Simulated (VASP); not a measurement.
# InSb (lda) (F-43m) in VASP: notebook

Runs on InSb (lda). Level: LDA. Tasks: single point, relaxation of the atoms.

Everything below comes from runs of VASP 6.6.1. Logs are shortened: lines on timing, memory, paths and dates and some standing lists are left out, and cuts for length are marked.

### 1 The cell of the first run

It takes space group F-43m (No. 216, cubic). The conventional cell has a = 6.386 Å, b = 6.386 Å, c = 6.386 Å, α = 90.00°, β = 90.00°, γ = 90.00°. In (site symmetry -43m) has 4 Sb at 2.77 Å within 3.6 Å. Within 3.6 Å of Sb (site symmetry -43m) lie 4 In at 2.77 Å.

### 2 Single point, LDA (strained cell)

INCAR

```
  PREC = Accurate
  ENCUT = 500
  EDIFF = 1E-6
  ISMEAR = 0
  SIGMA = 0.1
  LREAL = F
  LASPH = T
  NELM = 120
  ALGO = Normal
  ISIF = 2
  LWAVE = F
  LCHARG = F
  GGA = CA
  NBANDS = 16
  GGA_COMPAT = F
```

KPOINTS

```
regular mesh
0
Gamma
  10 10 10
```

POSCAR

```
InSb
1.0
    0.0000000000      3.1928857815      3.1928857815
    3.1928857815      0.0000000000      3.1928857815
    3.1928857815      3.1928857815      0.0000000000
In Sb
1 1
Direct
    0.0000000000      0.0000000000      0.0000000000
    0.2500000000      0.2500000000      0.2500000000
```

Potentials or basis: VASP PAW LDA potentials, release 64 (In_d, Sb).

Run with:

```
$ cat potpaw_LDA.64/In_d/POTCAR potpaw_LDA.64/Sb/POTCAR > POTCAR
$ mpirun -np 1 vasp_std > vasp.out
```

OUTCAR:

```text
PREC = Accurate
   ENCUT = 500
   EDIFF = 1E-6
   ISMEAR = 0
   LREAL = F
   LASPH = T
   NELM = 120
   ISIF = 2
   GGA = CA

 ion  position               nearest neighbor table
   1  0.000  0.000  0.000-   2 2.77   2 2.77   2 2.77   2 2.77
   2  0.250  0.250  0.250-   1 2.77   1 2.77   1 2.77   1 2.77

  LATTYP: Found a face centered cubic cell.
 ALAT       =     6.3857715630

  Lattice vectors:

 A1 = (   0.0000000000,   3.1928857815,   3.1928857815)
 A2 = (   3.1928857815,   0.0000000000,   3.1928857815)
 A3 = (   3.1928857815,   3.1928857815,   0.0000000000)

Analysis of symmetry for initial positions (statically):
=====================================================================
 Subroutine PRICEL returns:
 Original cell was already a primitive cell.

 Routine SETGRP: Setting up the symmetry group for a
 face centered cubic supercell.

 Subroutine GETGRP returns: Found 24 space group operations
 (whereof 24 operations were pure point group operations)
 out of a pool of 48 trial point group operations.

The static configuration has the point symmetry T_d .

Analysis of symmetry for dynamics (positions and initial velocities):
=====================================================================
 Subroutine PRICEL returns:
 Original cell was already a primitive cell.

 Routine SETGRP: Setting up the symmetry group for a
 face centered cubic supercell.

 Subroutine GETGRP returns: Found 24 space group operations
 (whereof 24 operations were pure point group operations)
 out of a pool of 48 trial point group operations.

The dynamic configuration has the point symmetry T_d .

 Subroutine INISYM returns: Found 24 space group operations
 (whereof 24 operations are pure point group operations),
 and found     1 'primitive' translations

----------------------------------------------------------------------------------------

                                     Primitive cell

  volume of cell :      65.0999

  direct lattice vectors                    reciprocal lattice vectors
     0.000000000  3.192885781  3.192885781    -0.156598148  0.156598148  0.156598148
     3.192885781  0.000000000  3.192885781     0.156598148 -0.156598148  0.156598148
     3.192885781  3.192885781  0.000000000     0.156598148  0.156598148 -0.156598148

  length of vectors
     4.515422375  4.515422375  4.515422375     0.271235949  0.271235949  0.271235949

  position of ions in fractional coordinates (direct lattice)
     0.000000000  0.000000000  0.000000000
     0.250000000  0.250000000  0.250000000

  ion indices of the primitive-cell ions
   primitive index   ion index
                 1           1
                 2           2

----------------------------------------------------------------------------------------

 KPOINTS: regular mesh

Automatic generation of k-mesh.
 Grid dimensions read from file:
 generate k-points for:   10   10   10

 Generating k-lattice:

  Cartesian coordinates                     Fractional coordinates (reciprocal lattice)
    -0.015659815  0.015659815  0.015659815     0.100000000  0.000000000  0.000000000
     0.015659815 -0.015659815  0.015659815     0.000000000  0.100000000  0.000000000
     0.015659815  0.015659815 -0.015659815     0.000000000  0.000000000  0.100000000

  Length of vectors
     0.027123595  0.027123595  0.027123595

  Shift w.r.t. Gamma in fractional coordinates (k-lattice)
     0.000000000  0.000000000  0.000000000

 Subroutine IBZKPT returns following result:
 ===========================================

 Found     47 irreducible k-points:

 Following reciprocal coordinates:
            Coordinates               Weight
  0.000000  0.000000  0.000000      1.000000
  0.100000  0.000000  0.000000      8.000000
  0.200000  0.000000  0.000000      8.000000
  0.300000  0.000000  0.000000      8.000000
  0.400000  0.000000  0.000000      8.000000
  0.500000  0.000000  0.000000      4.000000
[... 16 lines left out ...]
  0.300000  0.300000  0.000000      6.000000
  0.400000  0.300000  0.000000     24.000000
 [... further k-points ...]
   k-points           NKPTS =     47   k-points in BZ     NKDIM =     47   number of bands    NBANDS=     16
   number of dos      NEDOS =    301   number of ions     NIONS =      2
   total plane-waves  NPLWV =  46656
   dimension x,y,z NGX =    36 NGY =   36 NGZ =   36
   dimension x,y,z NGXF=    72 NGYF=   72 NGZF=   72
   ions per type =               1   1
   NGX,Y,Z   is equivalent  to a cutoff of  13.25, 13.25, 13.25 a.u.
   NGXF,Y,Z  is equivalent  to a cutoff of  26.51, 26.51, 26.51 a.u.
 SYSTEM =  unknown system
   PREC   = accura    normal or accurate (medium, high low for compatibility)
   ISTART =      0    job   : 0-new  1-cont  2-samecut
   ICHARG =      2    charge: 1-file 2-atom 10-const
   ISPIN  =      1    spin polarized calculation?
   LNONCOLLINEAR =      F non collinear calculations
   LSORBIT =      F    spin-orbit coupling
   LASPH  =      T    aspherical Exc in radial PAW
   ENCUT  =  500.0 eV  36.75 Ry    6.06 a.u.   8.23  8.23  8.23*2*pi/ulx,y,z
   NELM   =    120;   NELMIN=  2; NELMDL= -5     # of ELM steps
   EDIFF  = 0.1E-05   stopping-criterion for ELM
   LREAL  =      F    real-space projection
   EDIFFG = 0.1E-04   stopping-criterion for IOM
   NSW    =      0    number of steps for IOM
   IBRION =     -1    ionic relax: 0-MD 1-quasi-New 2-CG
   NFREE  =      0    steps in history (QN), initial steepest desc. (CG)
   ISIF   =      2    stress and relaxation
   ISYM   =      2    0-nonsym 1-usesym 2-fastsym
   POTIM  = 0.5000    time-step for ionic-motion
   TEBEG  =    0.0;   TEEND  =   0.0 temperature during run
   PSTRESS=    0.0 pullay stress
   NELECT =      18.0000    total number of electrons
   NUPDOWN=      -1.0000    fix difference up-down
   EMIN   =  10.00;   EMAX   =-10.00  energy-range for DOS
   EFERMI =   0.00;   METHOD = LEGACY
   ISMEAR =     0;   SIGMA  =   0.10  broadening in eV -4-tet -1-fermi 0-gaus
   EFERMI_NEDOS =   21; number of points for ismear=-14 and -15
   IALGO  =     38    algorithm
   IMIX   =      4    mixing-type and parameters
     AMIX     =   0.40;   BMIX     =  1.00
     AMIX_MAG =   1.60;   BMIX_MAG =  1.00
  volume/ion in A,a.u.               =      32.55       219.66
  Fermi-wavevector in a.u.,A,eV,Ry     =   1.066528  2.015446 15.476383  1.137482
  Thomas-Fermi vector in A             =   2.202115
   LORBIT       =      0    0 simple, 1 ext, 2 COOP (PROOUT), +10 PAW based schemes
   GGA     = CA    functional components
   LHFCALC =     F    Hartree Fock is set to
   AEXX    =    0.0000 exact exchange contribution
   IVDW    =     0    specifies the selected vdW correction
   LEPSILON=     F    determine dielectric tensor
   LRPA    =     F    only Hartree local field effects (RPA)
 non-spin polarized calculation
 Gauss-broadening in eV      SIGMA  =   0.10
  energy-cutoff  :      500.00
  volume of cell :       65.10
 maximum number of plane-waves:      1676
 NGX is ok and might be reduce to    36
   NGX = 17   NGY = 17   NGZ = 17

 number of electron      18.0000005 magnetization

 Free energy of the ion-electron system (eV)
  ---------------------------------------------------
  ext. energy  EPLUGINS =         0.00000000
  ---------------------------------------------------
  free energy    TOTEN  =        -8.20508593 eV

  energy without entropy =       -8.20489969  energy(sigma->0) =       -8.20499281

 E-fermi :   5.4028     XC(G=0):  -9.1752

 val. band max:        5.3663049440   @ k =   0.0000   0.0000   0.0000
 cond. band min:       5.8647455259   @ k =   0.5000   0.0000   0.0000
 fundamental gap:      0.4984405819
 Fermi energy:         5.4027797136

 k-point     1 :       0.0000    0.0000    0.0000
  band No.  band energies     occupation
      1      -9.2952      2.00000
      2      -9.2952      2.00000
      3      -9.2952      2.00000
      4      -9.1949      2.00000
      5      -9.1949      2.00000
      6      -5.6924      2.00000
[... 8 lines left out ...]
     15      13.7113      0.00000
     16      13.7113      0.00000

 k-point     2 :       0.1000    0.0000    0.0000
  band No.  band energies     occupation
      1      -9.3011      2.00000
      2      -9.2927      2.00000
      3      -9.2927      2.00000
      4      -9.1951      2.00000
      5      -9.1951      2.00000
      6      -5.5949      2.00000
[... 8 lines left out ...]
     15      13.0013      0.00000
     16      13.0013      0.00000

 k-point     3 :       0.2000    0.0000    0.0000
  band No.  band energies     occupation
      1      -9.3164      2.00000
      2      -9.2864      2.00000
      3      -9.2864      2.00000
      4      -9.1954      2.00000
      5      -9.1954      2.00000
      6      -5.3132      2.00000
[... 8 lines left out ...]
     15      12.6007      0.00000
     16      12.6007      0.00000

 k-point     4 :       0.3000    0.0000    0.0000
  band No.  band energies     occupation
      1      -9.3348      2.00000
      2      -9.2793      2.00000
      3      -9.2793      2.00000
      4      -9.1949      2.00000
      5      -9.1949      2.00000
      6      -4.8881      2.00000
[... 8 lines left out ...]
     15      12.8690      0.00000
     16      12.8690      0.00000
[... 324 lines left out ...]
 k-point    22 :      -0.2000    0.2000    0.0000
  band No.  band energies     occupation
      1      -9.3420      2.00000
      2      -9.2763      2.00000
      3      -9.2729      2.00000
      4      -9.1985      2.00000
      5      -9.1940      2.00000
      6      -4.7393      2.00000
[... 8 lines left out ...]
     15      13.6934      0.00000
     16      14.2702      0.00000

 k-point    23 :       0.3000    0.3000    0.0000
  band No.  band energies     occupation
      1      -9.3621      2.00000
      2      -9.2610      2.00000
      3      -9.2610      2.00000
      4      -9.2099      2.00000
      5      -9.1882      2.00000
      6      -4.5982      2.00000
[... 8 lines left out ...]
     15      14.5787      0.00000
     16      15.0739      0.00000

 k-point    24 :       0.4000    0.3000    0.0000
  band No.  band energies     occupation
      1      -9.3733      2.00000
      2      -9.2557      2.00000
      3      -9.2545      2.00000
      4      -9.2120      2.00000
      5      -9.1874      2.00000
      6      -4.2206      2.00000
[... 8 lines left out ...]
     15      15.0190      0.00000
     16      15.4977      0.00000

 [... further k-points ...]

------------------------ aborting loop because EDIFF is reached ----------------------------------------

  FORCE on cell =-STRESS in cart. coord.  units (eV):
  Direction    XX          YY          ZZ          XY          YZ          ZX
  --------------------------------------------------------------------------------------
  -------------------------------------------------------------------------------------
  Total        0.6531602      0.6531602      0.6531602     -0.0000000      0.0000000      0.0000000
  in kB       16.0749686     16.0749686     16.0749686     -0.0000000      0.0000000      0.0000000
  external PRESSURE =      16.0749686 kB  Pullay stress =       0.0000000 kB

 VOLUME and BASIS-vectors are now :
 -----------------------------------------------------------------------------
  energy-cutoff  :      500.00
  volume of cell :       65.10
      direct lattice vectors                 reciprocal lattice vectors
     0.000000000  3.192885781  3.192885781    -0.156598148  0.156598148  0.156598148
     3.192885781  0.000000000  3.192885781     0.156598148 -0.156598148  0.156598148
     3.192885781  3.192885781  0.000000000     0.156598148  0.156598148 -0.156598148

 POSITION                                       TOTAL-FORCE (eV/Angst)
 -----------------------------------------------------------------------------------
      0.00000      0.00000      0.00000         0.000000      0.000000     -0.000000
      1.59644      1.59644      1.59644        -0.000000     -0.000000      0.000000
 -----------------------------------------------------------------------------------
    total drift:                               -0.000000     -0.000000     -0.000000

  FREE ENERGIE OF THE ION-ELECTRON SYSTEM (eV)
  ---------------------------------------------------
  free  energy   TOTEN  =        -8.2050859344 eV

  energy  without entropy=       -8.2048996885  energy(sigma->0) =       -8.20499281
```

It took 64 s on 1 thread of Intel Xeon 8259CL, shared host; peak memory 0.2 GiB.

What came out:

- Free energy: -8.2051 eV
- Pressure: 1.6 GPa
- Band gap on the k mesh: zero (filled and empty bands touch)

Caveat: the cell differs from its parent crystal (strained cell); spin-orbit coupling is left out, which moves the levels of the heavy elements.

(Continued in part 2 of 2.)
